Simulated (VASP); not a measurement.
# Rb (Im-3m) in VASP: further runs

The runs below take Rb through single point, relaxation of cell and atoms, with PBE.

All numbers are computed with VASP 6.6.1; they aren't measurements. Logs are shortened: lines on timing, memory, paths and dates and some standing lists are left out, and cuts for length are marked.

## Step 1: The cell of the first run

Symmetry: Im-3m, No. 229, cubic system. Conventional cell: a = 5.671 Å, b = 5.671 Å, c = 5.671 Å, α = 90.00°, β = 90.00°, γ = 90.00°.

## Step 2: Single point, PBE

Contents of INCAR:

```
PREC = Accurate ; ENCUT = 520
EDIFF = 1E-7 ; ISMEAR = 0
SIGMA = 0.1 ; LREAL = False
LASPH = True ; NELM = 60
ALGO = Fast ; ISIF = 2
LWAVE = False ; LCHARG = True
GGA = PE ; LELF = True
LVHAR = True ; NBANDS = 10
```

Contents of KPOINTS:

```
Automatic mesh
0
Gamma
  10 10 10
```

Contents of POSCAR:

```
Rb
1.0
   -2.8352805449      2.8352805449      2.8352805449
    2.8352805449     -2.8352805449      2.8352805449
    2.8352805449      2.8352805449     -2.8352805449
Rb
1
Direct
    0.0000000000      0.0000000000      0.0000000000
```

Potentials or basis: VASP PAW PBE potentials, release 64 (Rb_sv).

Run with:

```console
$ cat potpaw_PBE.64/Rb_sv/POTCAR > POTCAR
$ mpirun -np 1 vasp_std > vasp.out
```

OUTCAR:

```text
PREC = Accurate
   ENCUT = 520
   EDIFF = 1E-7
   ISMEAR = 0
   LREAL = False
   LASPH = True
   NELM = 60
   ISIF = 2
   GGA = PE

 ion  position               nearest neighbor table
   1  0.000  0.000  0.000-

  LATTYP: Found a body centered cubic cell.
 ALAT       =     5.6705610898

  Lattice vectors:

 A1 = (  -2.8352805449,   2.8352805449,   2.8352805449)
 A2 = (   2.8352805449,  -2.8352805449,   2.8352805449)
 A3 = (   2.8352805449,   2.8352805449,  -2.8352805449)

Analysis of symmetry for initial positions (statically):
=====================================================================
 Subroutine PRICEL returns:
 Original cell was already a primitive cell.

 Routine SETGRP: Setting up the symmetry group for a
 body centered cubic supercell.

 Subroutine GETGRP returns: Found 48 space group operations
 (whereof 48 operations were pure point group operations)
 out of a pool of 48 trial point group operations.

The static configuration has the point symmetry O_h .

Analysis of symmetry for dynamics (positions and initial velocities):
=====================================================================
 Subroutine PRICEL returns:
 Original cell was already a primitive cell.

 Routine SETGRP: Setting up the symmetry group for a
 body centered cubic supercell.

 Subroutine GETGRP returns: Found 48 space group operations
 (whereof 48 operations were pure point group operations)
 out of a pool of 48 trial point group operations.

The dynamic configuration has the point symmetry O_h .

 Subroutine INISYM returns: Found 48 space group operations
 (whereof 48 operations are pure point group operations),
 and found     1 'primitive' translations

----------------------------------------------------------------------------------------

                                     Primitive cell

  volume of cell :      91.1692

  direct lattice vectors                    reciprocal lattice vectors
    -2.835280545  2.835280545  2.835280545     0.000000000  0.176349392  0.176349392
     2.835280545 -2.835280545  2.835280545     0.176349392  0.000000000  0.176349392
     2.835280545  2.835280545 -2.835280545     0.176349392  0.176349392  0.000000000

  length of vectors
     4.910849957  4.910849957  4.910849957     0.249395702  0.249395702  0.249395702

  position of ions in fractional coordinates (direct lattice)
     0.000000000  0.000000000  0.000000000

  ion indices of the primitive-cell ions
   primitive index   ion index
                 1           1

[... 77 lines left out ...]
   ISIF   =      2    stress and relaxation
   ISYM   =      2    0-nonsym 1-usesym 2-fastsym
   POTIM  = 0.5000    time-step for ionic-motion
   TEBEG  =    0.0;   TEEND  =   0.0 temperature during run
   PSTRESS=    0.0 pullay stress
   NELECT =       9.0000    total number of electrons
   NUPDOWN=      -1.0000    fix difference up-down
   EMIN   =  10.00;   EMAX   =-10.00  energy-range for DOS
   EFERMI =   0.00;   METHOD = LEGACY
   ISMEAR =     0;   SIGMA  =   0.10  broadening in eV -4-tet -1-fermi 0-gaus
   EFERMI_NEDOS =   21; number of points for ismear=-14 and -15
   IALGO  =     68    algorithm
   IMIX   =      4    mixing-type and parameters
     AMIX     =   0.40;   BMIX     =  1.00
     AMIX_MAG =   1.60;   BMIX_MAG =  1.00
  volume/ion in A,a.u.               =      91.17       615.24
  Fermi-wavevector in a.u.,A,eV,Ry     =   0.756612  1.429789  7.788805  0.572461
  Thomas-Fermi vector in A             =   1.854771
   LORBIT       =      0    0 simple, 1 ext, 2 COOP (PROOUT), +10 PAW based schemes
   GGA     = PE    functional components
   LHFCALC =     F    Hartree Fock is set to
   AEXX    =    0.0000 exact exchange contribution
   IVDW    =     0    specifies the selected vdW correction
   LEPSILON=     F    determine dielectric tensor
   LRPA    =     F    only Hartree local field effects (RPA)
 non-spin polarized calculation
 RMM-DIIS sequential band-by-band and
 Gauss-broadening in eV      SIGMA  =   0.10
  energy-cutoff  :      520.00
  volume of cell :       91.17
 maximum number of plane-waves:      2491
 NGX is ok and might be reduce to    40
   NGX = 19   NGY = 19   NGZ = 19

 number of electron       9.0000000 magnetization

 Free energy of the ion-electron system (eV)
  ---------------------------------------------------
  ext. energy  EPLUGINS =         0.00000000
  ---------------------------------------------------
  free energy    TOTEN  =        -0.93588632 eV

  energy without entropy =       -0.92967850  energy(sigma->0) =       -0.93278241

 E-fermi :   0.0105     XC(G=0):  -5.4621

 val. band max:        0.0075754701   @ k =  -0.3000   0.4000   0.2000
 cond. band min:       0.0899652564   @ k =  -0.4000   0.4000   0.2000
 fundamental gap:      0.0823897863
 Fermi energy:         0.0104783824

 k-point     1 :       0.0000    0.0000    0.0000
  band No.  band energies     occupation
      1     -28.8959      2.00000
      2     -12.9384      2.00000
      3     -12.9384      2.00000
      4     -12.9384      2.00000
      5      -1.9619      2.00000
      6       3.6850      0.00000
      7       3.6850      0.00000
      8       3.6850      0.00000
      9       4.6167      0.00000
     10       4.6167      0.00000
[... 287 lines left out ...]
 k-point    24 :      -0.3000    0.3000    0.1000
  band No.  band energies     occupation
      1     -28.8929      2.00000
      2     -12.9997      2.00000
      3     -12.9626      2.00000
      4     -12.9455      2.00000
      5      -0.8593      2.00000
      6       2.1238      0.00000
      7       2.9123      0.00000
      8       3.7624      0.00000
      9       4.6203      0.00000
     10       5.0423      0.00000

 [... further k-points ...]

------------------------ aborting loop because EDIFF is reached ----------------------------------------

  FORCE on cell =-STRESS in cart. coord.  units (eV):
  Direction    XX          YY          ZZ          XY          YZ          ZX
  --------------------------------------------------------------------------------------
  -------------------------------------------------------------------------------------
  Total        0.0011483      0.0011483      0.0011483      0.0000000     -0.0000000      0.0000000
  in kB        0.0201792      0.0201792      0.0201792      0.0000000     -0.0000000      0.0000000
  external PRESSURE =       0.0201792 kB  Pullay stress =       0.0000000 kB

 VOLUME and BASIS-vectors are now :
 -----------------------------------------------------------------------------
  energy-cutoff  :      520.00
  volume of cell :       91.17
      direct lattice vectors                 reciprocal lattice vectors
    -2.835280545  2.835280545  2.835280545     0.000000000  0.176349392  0.176349392
     2.835280545 -2.835280545  2.835280545     0.176349392  0.000000000  0.176349392
     2.835280545  2.835280545 -2.835280545     0.176349392  0.176349392  0.000000000

 POSITION                                       TOTAL-FORCE (eV/Angst)
 -----------------------------------------------------------------------------------
      0.00000      0.00000      0.00000        -0.000000     -0.000000     -0.000000
 -----------------------------------------------------------------------------------
    total drift:                               -0.000000     -0.000000     -0.000000

  FREE ENERGIE OF THE ION-ELECTRON SYSTEM (eV)
  ---------------------------------------------------
  free  energy   TOTEN  =        -0.9358863234 eV

  energy  without entropy=       -0.9296785028  energy(sigma->0) =       -0.93278241
```

OSZICAR:

```text
N       E                     dE             d eps       ncg     rms          rms(c)
DAV:   1     0.430738580895E+02    0.43074E+02   -0.32597E+03   940   0.654E+02
DAV:   2     0.185013931214E+01   -0.41224E+02   -0.40399E+02  1024   0.127E+02
DAV:   3    -0.835804814153E+00   -0.26859E+01   -0.26787E+01  1264   0.330E+01
DAV:   4    -0.932269791777E+00   -0.96465E-01   -0.96182E-01  1334   0.539E+00
DAV:   5    -0.934255289224E+00   -0.19855E-02   -0.19850E-02  1288   0.640E-01    0.123E+00
RMM:   6    -0.934807426057E+00   -0.55214E-03   -0.13477E-03  1042   0.234E-01    0.752E-01
RMM:   7    -0.935769034928E+00   -0.96161E-03   -0.32900E-03  1069   0.353E-01    0.471E-02
RMM:   8    -0.935881969130E+00   -0.11293E-03   -0.19820E-04  1244   0.933E-02    0.683E-03
RMM:   9    -0.935884883550E+00   -0.29144E-05   -0.36573E-05  1532   0.320E-02    0.552E-03
RMM:  10    -0.935886024923E+00   -0.11414E-05   -0.75921E-06  1611   0.143E-02    0.361E-03
RMM:  11    -0.935886137302E+00   -0.11238E-06   -0.26224E-06  1586   0.718E-03    0.126E-03
RMM:  12    -0.935886257562E+00   -0.12026E-06   -0.76960E-07  1410   0.409E-03    0.485E-04
RMM:  13    -0.935886323403E+00   -0.65841E-07   -0.31662E-07  1266   0.261E-03
   1 F= -.93588632E+00 E0= -.93278241E+00  d E =-.620782E-02
```

It took 42 s on 1 thread of AMD EPYC 7R13 (Zen 3), shared host; peak memory 0.21 GiB.

Results:

```yaml
Free_energy: -0.9359 eV
Pressure: 0.0 GPa
Band_gap_on_the_k_mesh: zero (an odd number of electrons rules out a gap without spin polarisation)
```

## Step 3: Single point, PBE

Contents of INCAR:

```
PREC     = Accurate       # precision mode
ENCUT    = 520            # plane-wave cutoff, eV
EDIFF    = 1E-6           # SCF threshold, eV
ISMEAR   = 0              # smearing method
SIGMA    = 0.15           # smearing width, eV
LREAL    = False          # projectors in reciprocal space
LASPH    = True           # aspherical terms in the spheres
NELM     = 100            # most SCF steps
ALGO     = Fast           # electronic algorithm
ISIF     = 2              # what is computed and relaxed
LWAVE    = False          # write WAVECAR
LCHARG   = False          # write CHGCAR
GGA      = PE             # functional
NBANDS   = 10             # bands
```

Contents of KPOINTS:

```
regular mesh
0
Gamma
  12 12 12
```

POSCAR is that of step 2.

Potentials or basis: VASP PAW PBE potentials, release 64 (Rb_sv).

Run with:

```console
$ cat potpaw_PBE.64/Rb_sv/POTCAR > POTCAR
$ mpirun -np 1 vasp_std > vasp.out
```

It took 48 s on 1 thread of AMD EPYC 7R13 (Zen 3), shared host; peak memory 0.23 GiB.

Results (log left out):

```yaml
Free_energy: -0.9407 eV
Pressure: 0.0 GPa
Band_gap_on_the_k_mesh: zero (an odd number of electrons rules out a gap without spin polarisation)
```

Levels at points of the mesh, in eV from the Fermi level:
```tsv
k point	band 1	band 2	band 3	band 4	band 5	band 6	band 7	band 8	band 9
(0.00, 0.00, 0.00)	-28.90	-12.94	-12.94	-12.94	-1.96	3.68	3.68	3.68	4.61
(0.50, 0.00, 0.00)	-28.89	-13.04	-12.97	-12.94	0.24	0.78	2.59	4.25	5.16
(0.50, 0.50, 0.50)	-28.89	-13.01	-13.01	-13.01	1.26	1.26	3.25	3.25	3.25
```

## Step 4: Relaxation of cell and atoms, PBE

This run uses another cell than the first one, of 88.37 Å³/atom.

Contents of INCAR:

```
SYSTEM = Rb
ALGO = Normal
EDIFF = 1E-7
EDIFFG = -0.005
ENCUT = 600
GGA = PE
IBRION = 2
ISIF = 3
ISMEAR = 0
LASPH = .TRUE.
LCHARG = .FALSE.
LREAL = .FALSE.
LWAVE = .FALSE.
NELM = 60
NSW = 100
PREC = Accurate
SIGMA = 0.1
```

Contents of KPOINTS:

```
k-points
0
G
  10 10 10
  0 0 0
```

Contents of POSCAR:

```
Rb
1.0
   -2.8060000000      2.8060000000      2.8060000000
    2.8060000000     -2.8060000000      2.8060000000
    2.8060000000      2.8060000000     -2.8060000000
Rb
1
Direct
    0.0000000000      0.0000000000      0.0000000000
```

Run with:

```console
$ cat potpaw_PBE.64/Rb_sv/POTCAR > POTCAR
$ mpirun -np 1 vasp_std > vasp.out
```

Wall time 66 s (1 thread of AMD EPYC 7R13 (Zen 3), shared host); peak memory 0.22 GiB.

It converged, with:

```
Free energy                           : -0.9358 eV
Relaxed volume                        : 91.12 Å³/atom
Relaxed cell                          : a = 4.910 Å, b = 4.910 Å, c = 4.910 Å, α = 109.47°, β = 109.47°, γ = 109.47°
Space group after relaxing (to 0.1 Å) : Im-3m (No. 229)
Energy gained by relaxing             : 0.8 meV/atom
Ionic steps                           : 3
Pressure after relaxing               : 0.0 GPa
Band gap on the k mesh                : zero (an odd number of electrons rules out a gap without spin polarisation)
```

Step by step:
```tsv
step	energy change (eV)	largest force (eV/Å)	pressure (GPa)	volume (Å³)
1	0.0000	0.0000	0.10	88.37
2	-0.0004	0.0000	0.07	89.05
3	-0.0008	0.0000	0.00	91.12
```

Final structure:
```
Rb
1.0
    -2.83475    2.83475    2.83475
     2.83475   -2.83475    2.83475
     2.83475    2.83475   -2.83475
Rb
1
Direct
  0.00000 0.00000 0.00000
```

Levels at points of the mesh, in eV from the Fermi level:
| k point | band 1 | band 2 | band 3 | band 4 | band 5 | band 6 | band 7 | band 8 |
| --- | --- | --- | --- | --- | --- | --- | --- | --- |
| (0.00, 0.00, 0.00) | -28.91 | -12.95 | -12.95 | -12.95 | -1.97 | 3.67 | 3.67 | 3.67 |
| (0.50, 0.00, 0.00) | -28.90 | -13.04 | -12.98 | -12.95 | 0.24 | 0.78 | 2.58 | 4.25 |
| (0.50, 0.50, 0.50) | -28.90 | -13.02 | -13.02 | -13.02 | 1.26 | 1.26 | 3.24 | 3.24 |

PBE usually gives volumes a little too large and moduli too small. Zero-point motion and thermal expansion aren't in these numbers.

## Step 5: The runs side by side

| task | cell | k mesh | cutoff (eV) | smearing | gap on the mesh (eV) | pressure (GPa) |
| --- | --- | --- | --- | --- | --- | --- |
| single point | a = 4.911 Å, angles 109.5°, 1 atom | 10 × 10 × 10 | 520 | gaussian 0.1 eV | none | 0.0 |
| single point | a = 4.911 Å, angles 109.5°, 1 atom | 12 × 12 × 12 | 520 | gaussian 0.15 eV | none | 0.0 |
| relaxation of cell and atoms | relaxed from a = 4.860 Å, angles 109.5°, 1 atom | 10 × 10 × 10 | 600 | gaussian 0.1 eV | none | 0.0 |

Alike in all rows: level PBE; potentials or basis VASP PAW PBE potentials, release 64 (Rb_sv); no spin polarisation.

Absolute energies hang on the potentials; compare differences alone.

The gap in the log of VASP goes by the Fermi energy; the results here count the filled bands.